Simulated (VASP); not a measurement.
Sr, 1 atom in the cell. The cell holds a single atom in a box, 1 atom: a = 14.000 Å, b = 14.400 Å, c = 14.800 Å, α = 90.00°, β = 90.00°, γ = 90.00°. 

| Item | Value |
| --- | --- |
| Program | VASP 6.6.1 |
| Task | single point |
| Functional | r2SCAN |
| Potentials or basis | VASP PAW PBE potentials, release 64 (Sr_sv) |
| Cutoff | 520 eV |
| k mesh | 1 × 1 × 1 |
| Occupations | fermi-dirac, width 0.01 eV |
| Spin | collinear spin, zero start |
| Starting moments | [0.01] μB |
| Dipole correction | no |
| Further INCAR settings | ALGO = Normal; EDIFF = 1e-06; NBANDS = 15; ISYM = 0 |

Potentials or basis: VASP PAW PBE potentials, release 64 (Sr_sv).

Run with:

```bash
$ cat potpaw_PBE.64/Sr_sv/POTCAR > POTCAR
$ cp INCAR.step1 INCAR
$ mpirun -np 1 vasp_gam > vasp.out
$ cp INCAR.step2 INCAR
$ mpirun -np 1 vasp_gam > vasp.out
```

Hardware: 1 thread of Intel(R) Xeon(R) Platinum 8259CL CPU @ 2.50GHz (Skylake/Cascade Lake) (shared host).

**Question.** How long does it take, and how much memory?

**Answer.** Wall time 29 min on 1 thread of Intel(R) Xeon(R) Platinum 8259CL CPU @ 2.50GHz (Skylake/Cascade Lake) (shared host), peak memory 3.9 GiB. Counts: k points 1.
